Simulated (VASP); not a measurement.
# Sb: single point with LDA

Sb:

```
CELL_PARAMETERS angstrom
0.00000 2.35533 2.35533
2.35533 0.00000 2.35533
2.35533 2.35533 0.00000
ATOMIC_POSITIONS crystal
Sb 0.00000 0.00000 0.00000
```

This cell differs from its parent crystal: volume scaled by 0.98.

* Program: VASP 6.6.1
* Task: single point
* Functional: LDA
* Potentials or basis: VASP PAW LDA potentials, release 64 (Sb)
* Cutoff: 520 eV
* k mesh: 10 × 10 × 10
* Occupations: fermi-dirac, width 0.05 eV
* Spin: no spin polarisation

```json
{"Pressure": "-1.0 GPa"}
```

Levels at points of the mesh, in eV from the Fermi level:
| k point | band 1 | band 2 | band 3 | band 4 | band 5 |
| --- | --- | --- | --- | --- | --- |
| (0.00, 0.00, 0.00) | -13.14 | 5.48 | 5.48 | 5.48 | 9.89 |
| (0.50, 0.00, 0.00) | -9.25 | -5.94 | 3.74 | 3.74 | 8.34 |
| (0.50, 0.50, 0.00) | -7.57 | -5.03 | 0.39 | 0.39 | 4.24 |

Run time: 10 s on 1 thread of Intel Xeon 8259CL, with other jobs on the host, peak memory 0.14 GiB.

Caveat: spin-orbit coupling is left out, which moves the levels of the heavy elements.
